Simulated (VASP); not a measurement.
The system is Si4GePt.

```
Si Ge Pt
1.0
     4.35527    0.00000    0.00000
    -2.17763    3.77177    0.00000
     0.00000    0.00000    5.93058
Si Ge Pt
4 1 1
Direct
  0.33333 0.66667 0.28405
  0.33333 0.66667 0.71595
  0.66667 0.33333 0.71595
  0.66667 0.33333 0.28405
  0.00000 0.00000 0.00000
  0.00000 0.00000 0.50000
```

The cell was generated, and may not be a known phase.

```yaml
Program: VASP 6.6.1
Task: relaxation of cell and atoms
Functional: PBE
Potentials_or_basis: VASP PAW PBE potentials, release 64 (Si, Ge_d, Pt)
Cutoff: 600 eV
k_mesh: 12 × 12 × 6
Occupations: gaussian, width 0.1 eV
Spin: no spin polarisation
```

At the start: pressure -0.2 GPa; volume 16.24 Å³/atom.

Problem. Where does the relaxation end?

Solution. Over 8 steps the energy falls by 2.8 meV/atom and the volume is 16.22 Å³/atom (-0.1 %); space group P6/mmm (No. 191, to 0.1 Å) before and after.

The path:
```csv
step,energy change (eV),largest force (eV/Å),pressure (GPa),volume (Å³)
1,0.0000,0.0324,-0.24,97.42
2,-0.0107,0.0071,0.11,97.08
3,-0.0149,0.0076,0.55,96.70
4,-0.0158,0.0464,-0.34,97.56
5,-0.0161,0.0331,-0.07,97.26
6,-0.0161,0.0326,-0.01,97.25
7,-0.0163,0.0256,-0.03,97.27
8,-0.0166,0.0067,0.05,97.34
```

Final structure:
```
Si Ge Pt
1.0
     4.30799    0.00000    0.00000
    -2.15400    3.73083    0.00000
     0.00000    0.00000    6.05663
Si Ge Pt
4 1 1
Direct
  0.33333 0.66667 0.28460
  0.33333 0.66667 0.71540
  0.66667 0.33333 0.71540
  0.66667 0.33333 0.28460
  0.00000 0.00000 0.00000
  0.00000 0.00000 0.50000
```

Caveat: the highest band is partly filled, so the run has too few bands.
